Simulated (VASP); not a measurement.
# KHfO2: single point with PBE

KHfO2:

```
K Hf O
1.0
     3.27965   -5.88324    0.00000
     3.27965    5.88324    0.00000
     0.00000    0.00000    5.93972
K Hf O
2 2 4
Direct
  0.89664 0.10336 0.32291
  0.10336 0.89664 0.82291
  0.46503 0.53497 0.82289
  0.53497 0.46503 0.32289
  0.29671 0.29672 0.07289
  0.70329 0.70328 0.57289
  0.29672 0.29671 0.57289
  0.70328 0.70329 0.07289
```

The cell was built from a structure type or drawn by symmetry, and may not be a known phase.

```
Program             : VASP 6.6.1
Task                : single point
Functional          : PBE
Potentials or basis : VASP PAW PBE potentials, release 64 (K_sv, Hf_pv, O)
Cutoff              : 520 eV
k mesh              : 4 × 4 × 4
Occupations         : gaussian, width 0.1 eV
Spin                : no spin polarisation
```

* Pressure: -0.5 GPa
* Largest force: 0.195 eV/Å
* Band gap on the k mesh: zero (bands 31 and 32 overlap by 0.46 eV)

Forces in eV/Å, atoms in the order of the input:
```
K    0.000  0.009  0.000
K    0.000 -0.009  0.000
Hf   0.000 -0.144  0.000
Hf   0.000  0.144  0.000
O    0.195  0.000  0.000
O   -0.195  0.000  0.000
O    0.195  0.000  0.000
O   -0.195  0.000  0.000
```

Stress tensor (GPa, compression positive):
```
-0.74  0.00  0.00
 0.00  0.04  0.00
 0.00  0.00 -0.87
```

Levels at points of the mesh, in eV from the Fermi level:
| k point | band 27 | band 28 | band 29 | band 30 | band 31 | band 32 | band 33 | band 34 | band 35 | band 36 |
| --- | --- | --- | --- | --- | --- | --- | --- | --- | --- | --- |
| (0.00, 0.00, 0.00) | -3.50 | -3.04 | -2.95 | -2.70 | -1.17 | 0.84 | 2.14 | 2.56 | 2.62 | 2.98 |
| (0.50, 0.00, 0.00) | -3.55 | -3.25 | -2.93 | -2.69 | -0.62 | 0.48 | 1.79 | 2.59 | 2.65 | 2.93 |
| (0.50, 0.50, 0.00) | -3.47 | -3.03 | -2.95 | -2.71 | -0.26 | 0.11 | 1.87 | 2.52 | 2.61 | 2.91 |
| (0.00, 0.00, 0.50) | -3.77 | -3.77 | -2.68 | -2.68 | -0.26 | -0.26 | 2.77 | 2.77 | 2.79 | 2.79 |
| (0.50, 0.00, 0.50) | -3.79 | -3.79 | -2.84 | -2.84 | 0.03 | 0.03 | 1.90 | 1.90 | 2.94 | 2.94 |
| (0.50, 0.50, 0.50) | -3.75 | -3.75 | -2.68 | -2.68 | 0.20 | 0.20 | 2.01 | 2.01 | 2.76 | 2.76 |

It took 4.8 min on 1 thread of Intel(R) Xeon(R) Platinum 8488C (Sapphire Rapids), with other jobs on the host, peak memory 0.44 GiB.

Caveat: spin-orbit coupling is left out, which moves the levels of the heavy elements.
